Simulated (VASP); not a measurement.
A run of VASP 6.6.1:

Contents of INCAR:

```
ALGO = Normal ; EDIFF = 1E-6
ENCUT = 600 ; GGA = CA
GGA_COMPAT = F ; ISIF = 2
ISMEAR = 0 ; LASPH = T
LCHARG = F ; LREAL = F
LWAVE = F ; NBANDS = 11
NELM = 120 ; PREC = Accurate
SIGMA = 0.02
```

The input KPOINTS:

```
k-points
0
Gamma
  10 10 10
```

POSCAR

```
AlN
1.0
    0.0000000000      2.0447951414      2.0447951414
    2.0447951414      0.0000000000      2.0447951414
    2.0447951414      2.0447951414      0.0000000000
Al N
1 1
Direct
    0.5000000000      0.5000000000      0.5000000000
    0.0000000000      0.0000000000      0.0000000000
```

Potentials or basis: VASP PAW LDA potentials, release 64 (Al, N).

Run with:

```bash
$ cat potpaw_LDA.64/Al/POTCAR potpaw_LDA.64/N/POTCAR > POTCAR
$ mpirun -np 1 vasp_std > vasp.out
```

Hardware: 1 thread of Intel(R) Xeon(R) 6975P-C (Granite Rapids), with other jobs on the host.

Q: How long does it take, and how much memory?

A: Wall time 2.6 s on 1 thread of Intel(R) Xeon(R) 6975P-C (Granite Rapids), on a shared host, peak memory 0.12 GiB. Counts: scf iterations 11, k points 47.
